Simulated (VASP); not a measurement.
# MgO (Fm-3m) in VASP: vibrations by perturbation theory with PBE

Aim: the vibrations by perturbation theory of MgO with PBE.

Everything below comes from runs of VASP 6.6.1. Logs are shortened: lines on timing, memory, paths and dates and some standing lists are left out, and cuts for length are marked.

**1. The cell of the first run**

The structure is cubic, space group Fm-3m (No. 225). The conventional cell has a = 4.254 Å, b = 4.254 Å, c = 4.254 Å, α = 90.00°, β = 90.00°, γ = 90.00°. Within 2.8 Å of Mg (site symmetry m-3m) lie 6 O at 2.13 Å. O (site symmetry m-3m) has 6 Mg at 2.13 Å within 2.8 Å.

**2. Vibrations by perturbation theory, PBE**

INCAR reads:

```
SYSTEM = MgO
ALGO     = Normal         ! electronic algorithm
EDIFF    = 1E-8           ! SCF threshold, eV
ENCUT    = 520            ! plane-wave cutoff, eV
GGA      = PE             ! functional
IBRION   = 8              ! ionic algorithm
ISIF     = 2              ! what is computed and relaxed
ISMEAR   = 0              ! smearing method
LASPH    = .True.         ! aspherical terms in the spheres
LCHARG   = .False.        ! write CHGCAR
LEPSILON = .True.         ! dielectric tensor by DFPT
LREAL    = .False.        ! projectors in reciprocal space
LWAVE    = .False.        ! write WAVECAR
NBANDS   = 11             ! bands
NELM     = 100            ! most SCF steps
NSW      = 1              ! ionic steps
PREC     = Accurate       ! precision mode
SIGMA    = 0.01           ! smearing width, eV
```

KPOINTS reads:

```
k-points
0
Gamma
  8 8 8
  0 0 0
```

POSCAR reads:

```
MgO
1.0
    0.0000000000      2.1267948325      2.1267948325
    2.1267948325      0.0000000000      2.1267948325
    2.1267948325      2.1267948325      0.0000000000
Mg O
1 1
Direct
    0.0000000000      0.0000000000      0.0000000000
    0.5000000000      0.5000000000      0.5000000000
```

Potentials or basis: VASP PAW PBE potentials, release 64 (Mg, O).

Started as:

```bash
cat potpaw_PBE.64/Mg/POTCAR potpaw_PBE.64/O/POTCAR > POTCAR
mpirun -np 1 vasp_std > vasp.out
```

OUTCAR:

```text
SYSTEM = MgO
   EDIFF = 1E-8
   ENCUT = 520
   GGA = PE
   IBRION = 8
   ISIF = 2
   ISMEAR = 0
   LASPH = .True.
   LEPSILON = .True.
   LREAL = .False.
   NELM = 100
   NSW = 1
   PREC = Accurate

 ion  position               nearest neighbor table
   1  0.000  0.000  0.000-   2 2.13   2 2.13   2 2.13   2 2.13   2 2.13   2 2.13
   2  0.500  0.500  0.500-   1 2.13   1 2.13   1 2.13   1 2.13   1 2.13   1 2.13

  LATTYP: Found a face centered cubic cell.
 ALAT       =     4.2535896650

  Lattice vectors:

 A1 = (   0.0000000000,   2.1267948325,   2.1267948325)
 A2 = (   2.1267948325,   0.0000000000,   2.1267948325)
 A3 = (   2.1267948325,   2.1267948325,   0.0000000000)

Analysis of symmetry for initial positions (statically):
=====================================================================
 Subroutine PRICEL returns:
 Original cell was already a primitive cell.

 Routine SETGRP: Setting up the symmetry group for a
 face centered cubic supercell.

 Subroutine GETGRP returns: Found 48 space group operations
 (whereof 48 operations were pure point group operations)
 out of a pool of 48 trial point group operations.

The static configuration has the point symmetry O_h .

Analysis of symmetry for dynamics (positions and initial velocities):
=====================================================================
 Subroutine PRICEL returns:
 Original cell was already a primitive cell.

 Routine SETGRP: Setting up the symmetry group for a
 face centered cubic supercell.

 Subroutine GETGRP returns: Found 48 space group operations
 (whereof 48 operations were pure point group operations)
 out of a pool of 48 trial point group operations.

The dynamic configuration has the point symmetry O_h .

 Subroutine INISYM returns: Found 48 space group operations
 (whereof 48 operations are pure point group operations),
 and found     1 'primitive' translations

----------------------------------------------------------------------------------------

                                     Primitive cell

  volume of cell :      19.2401

  direct lattice vectors                    reciprocal lattice vectors
     0.000000000  2.126794832  2.126794832    -0.235095550  0.235095550  0.235095550
     2.126794832  0.000000000  2.126794832     0.235095550 -0.235095550  0.235095550
     2.126794832  2.126794832  0.000000000     0.235095550  0.235095550 -0.235095550

  length of vectors
     3.007742097  3.007742097  3.007742097     0.407197437  0.407197437  0.407197437

  position of ions in fractional coordinates (direct lattice)
     0.000000000  0.000000000  0.000000000
     0.500000000  0.500000000  0.500000000

  ion indices of the primitive-cell ions
   primitive index   ion index
                 1           1
                 2           2

----------------------------------------------------------------------------------------

 KPOINTS: k-points

Automatic generation of k-mesh.
 Grid dimensions read from file:
 generate k-points for:    8    8    8

[... 486 lines left out ...]
 ------------------------------------------------------

 Free energy of the ion-electron system (eV)
  ---------------------------------------------------
  ---------------------------------------------------
  free energy    TOTEN  =        -0.12758181 eV

  energy without entropy =       -0.12758181

------------------------ aborting loop because EDIFF is reached ----------------------------------------

--------------------------------------- Ionic step        2  -------------------------------------------

------------------------ aborting loop because EDIFF is reached ----------------------------------------

--------------------------------------- Ionic step        3  -------------------------------------------

------------------------ aborting loop because EDIFF is reached ----------------------------------------

 PIEZOELECTRIC TENSOR FIELD DIRECTION 3  (e Angst)
 -----------------------------------------------------------------------------
    -0.00012  0.00000  0.00000           ( -0.00001  0.00000 -0.00000)
     0.00000 -0.00012 -0.00000           (  0.00000 -0.00001  0.00000)
     0.00000 -0.00000 -0.00020           ( -0.00000  0.00000 -0.00001)

 PIEZOELECTRIC TENSOR FIELD DIRECTION 3  (C/m^2)
 -----------------------------------------------------------------------------
    -0.00010  0.00000  0.00000
     0.00000 -0.00010 -0.00000
     0.00000 -0.00000 -0.00017

--------------------------------------- Ionic step        4  -------------------------------------------

------------------------ aborting loop because EDIFF is reached ----------------------------------------

[... ionic steps 5 to 6 ...]

--------------------------------------- Ionic step        7  -------------------------------------------

 Free energy of the ion-electron system (eV)
  ---------------------------------------------------
  ---------------------------------------------------
  free energy    TOTEN  =        -0.36011716 eV

  energy without entropy =       -0.36011716

------------------------ aborting loop because EDIFF is reached ----------------------------------------

 INTERNAL STRAIN TENSOR  FOR ION    2  DIRECTION 1   (eV/Angst):
 -----------------------------------------------------------------------------
    -0.00518 -0.00000  0.00000
    -0.00000  0.00699  0.00000
     0.00000  0.00000  0.00699

 MACROSCOPIC STATIC DIELECTRIC TENSOR (including local field effects in DFT)
 ------------------------------------------------------
           3.173308     0.000000    -0.000000
          -0.000000     3.173308     0.000000
           0.000000     0.000000     3.173308
 ------------------------------------------------------

 PIEZOELECTRIC TENSOR (including local field effects)  for field in x, y, z        (e  Angst)
          XX          YY          ZZ          XY          YZ          ZX
  --------------------------------------------------------------------------------
  x     0.00000     0.00000     0.00000     0.00000     0.00000     0.00000
  y     0.00000     0.00000     0.00000     0.00000     0.00000     0.00000
  z     0.00000     0.00000     0.00000     0.00000     0.00000     0.00000

 PIEZOELECTRIC TENSOR (including local field effects)  for field in x, y, z        (C/m^2)
          XX          YY          ZZ          XY          YZ          ZX
  --------------------------------------------------------------------------------
  x     0.00000     0.00000     0.00000     0.00000     0.00000     0.00000
  y     0.00000     0.00000     0.00000     0.00000     0.00000     0.00000
  z     0.00000     0.00000     0.00000     0.00000     0.00000     0.00000

 BORN EFFECTIVE CHARGES (including local field effects) (in |e|, cummulative output)
 ---------------------------------------------------------------------------------
 ion    1
    1     1.98168     0.00000     0.00000
    2    -0.00000     1.98168     0.00000
    3     0.00000     0.00000     1.98168
 ion    2
    1    -1.98168     0.00000    -0.00000
    2     0.00000    -1.98168    -0.00000
    3    -0.00000     0.00000    -1.98168

 INTERNAL STRAIN TENSOR FOR ION    2 for displacements in x,y,z  (eV/Angst):
          X           Y           Z          XY          YZ          ZX
  --------------------------------------------------------------------------------
  x     0.00000     0.00000     0.00000     0.00000     0.00000     0.00000
  y     0.00000     0.00000     0.00000     0.00000     0.00000     0.00000
  z     0.00000     0.00000     0.00000     0.00000     0.00000     0.00000

 SECOND DERIVATIVES (NOT SYMMETRIZED)
 ------------------------------------
               1X          1Y          1Z          2X          2Y          2Z
  1X    -4.793995    0.000000    0.000000    4.793995    0.000000    0.000000
  1Y     0.000000   -4.793995    0.000000    0.000000    4.793995    0.000000
  1Z     0.000000    0.000000   -4.793995    0.000000    0.000000    4.793995
  2X     4.812611    0.000000    0.000000   -4.812611    0.000000    0.000000
  2Y     0.000000    4.812611    0.000000    0.000000   -4.812611    0.000000
  2Z     0.000000    0.000000    4.812611    0.000000    0.000000   -4.812611

 Eigenvectors and eigenvalues of the dynamical matrix
 ----------------------------------------------------

   1 f  =   11.032635 THz    69.320090 2PiTHz  368.009092 cm-1    45.627292 meV
             X         Y         Z           dx          dy          dz
      0.000000  0.000000  0.000000     0.629322   -0.000000   -0.000000
      2.126795  2.126795  2.126795    -0.777145    0.000000   -0.000000
[... 21 lines left out ...]
   6 f/i=    0.010456 THz     0.065696 2PiTHz    0.348772 cm-1     0.043242 meV
             X         Y         Z           dx          dy          dz
      0.000000  0.000000  0.000000     0.734530   -0.119248    0.224054
      2.126795  2.126795  2.126795     0.594813   -0.096565    0.181436

--------------------------------------------------------------------------------------------------------

 MACROSCOPIC STATIC DIELECTRIC TENSOR IONIC CONTRIBUTION
 ------------------------------------------------------
           7.689254    -0.000000     0.000000
          -0.000000     7.689254     0.000000
           0.000000     0.000000     7.689254
 ------------------------------------------------------

 ELASTIC MODULI CONTR FROM IONIC RELAXATION (kBar)
 Direction    XX          YY          ZZ          XY          YZ          ZX
 --------------------------------------------------------------------------------
 XX           0.0000      0.0000      0.0000      0.0000      0.0000      0.0000
 YY           0.0000      0.0000      0.0000      0.0000      0.0000      0.0000
 ZZ           0.0000      0.0000      0.0000      0.0000      0.0000      0.0000
 XY           0.0000      0.0000      0.0000      0.0000      0.0000      0.0000
 YZ           0.0000      0.0000      0.0000      0.0000      0.0000      0.0000
 ZX           0.0000      0.0000      0.0000      0.0000      0.0000      0.0000
 --------------------------------------------------------------------------------

 PIEZOELECTRIC TENSOR IONIC CONTR  for field in x, y, z        (C/m^2)
          XX          YY          ZZ          XY          YZ          ZX
  --------------------------------------------------------------------------------
  x     0.00000     0.00000     0.00000     0.00000     0.00000     0.00000
  y     0.00000     0.00000     0.00000     0.00000     0.00000     0.00000
  z     0.00000     0.00000     0.00000     0.00000     0.00000     0.00000
```

It took 80 s on 1 thread of Intel Xeon Platinum 8259CL at 2.50GHz (Skylake/Cascade Lake), shared host; peak memory 0.17 GiB.

What came out:

* Electronic dielectric tensor (diagonal): 3.17
* Born charges (mean of the diagonal): Mg +1.98; O -1.98 e
* Highest phonon frequency at Γ, LO-TO splitting left out: 368 cm⁻¹

Phonon frequencies in cm⁻¹ (negative: imaginary):
| q point | frequencies |
| --- | --- |
| (0.000, 0.000, 0.000) | 0 0 0 368 368 368 |

Electronic dielectric tensor:
```
3.17 0.00 0.00
0.00 3.17 0.00
0.00 0.00 3.17
```

Born effective charge tensors (e):
atom 1, Mg
```
1.98 0.00 0.00
0.00 1.98 0.00
0.00 0.00 1.98
```
atom 2, O
```
-1.98  0.00  0.00
 0.00 -1.98  0.00
 0.00  0.00 -1.98
```
